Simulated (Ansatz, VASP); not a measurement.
**One calculation of SrO, two programs**

INCAR

```
PREC = Accurate
ENCUT = 520
EDIFF = 1E-8
ISMEAR = -1
SIGMA = 0.02
LREAL = F
LASPH = T
NELM = 100
ALGO = Normal
ISIF = 2
LWAVE = F
LCHARG = F
LEFG = T
NBANDS = 15
```

File KPOINTS:

```
regular mesh
0
Gamma
  8 8 8
```

File POSCAR:

```
SrO
1.0
    0.0000000000      2.5698000000      2.5184040000
    2.5698000000      0.0000000000      2.5184040000
    2.5698000000      2.5698000000      0.0000000000
Sr O
1 1
Direct
    0.0000000000      0.0000000000      0.0000000000
    0.5000000000      0.5000000000      0.5000000000
```

Input for Ansatz:

```yaml
crystal:
  lattice:
    - [0.0, 2.5698, 2.518404]
    - [2.5698, 0.0, 2.518404]
    - [2.5698, 2.5698, 0.0]
  atoms:
    - { symbol: Sr, position: [0.0, 0.0, 0.0] }
    - { symbol: O, position: [0.5, 0.5, 0.5] }
kpoints:
  mp_grid: { grid: [8, 8, 8] }
scf:
  occupations: { method: fermi_dirac, width: 0.02 }
hamiltonian:
  xc: lda
  pseudopotentials: { kind: all_electron, datasets: crystal }
output:
  forces: true
  stress: true
  eigenvalues: true
  efg: { contact_densities: true }
```

Change from the starting cell: zz strain of -2 %, crystal datasets.

Alike in both runs: task electric field gradients; functional LDA; k mesh 8 × 8 × 8; occupations fermi-dirac, width 0.02 eV; no spin polarisation.

```csv
,VASP,Ansatz
version,VASP 6.6.1,Ansatz 0.2.0
potentials or method,"VASP PAW LDA potentials, release 64 (Sr_sv, O), cutoff 520 eV","all-electron PAW with datasets made for the crystal, scalar-relativistic"
```

Ansatz gave:

```
gap on the k mesh at the Fermi level (eV)                     : 3.04
pressure (GPa)                                                : -2.3
traceless stress, the component that is largest in VASP (GPa) : 1.91
size of Vzz on the site where it differs most (V/Å²)          : 7.1
```

Question: Which values does VASP return?

Answer: gap on the k mesh at the Fermi level (eV): 2.98; pressure (GPa): -1.5; traceless stress, the component that is largest in VASP (GPa): 2.04; size of Vzz on the site where it differs most (V/Å²): 7.5.

LDA's correlation is that of Perdew and Zunger in VASP and of Perdew and Wang (1992) in Ansatz. Ansatz ran all-electron here, and VASP with PAW potentials.
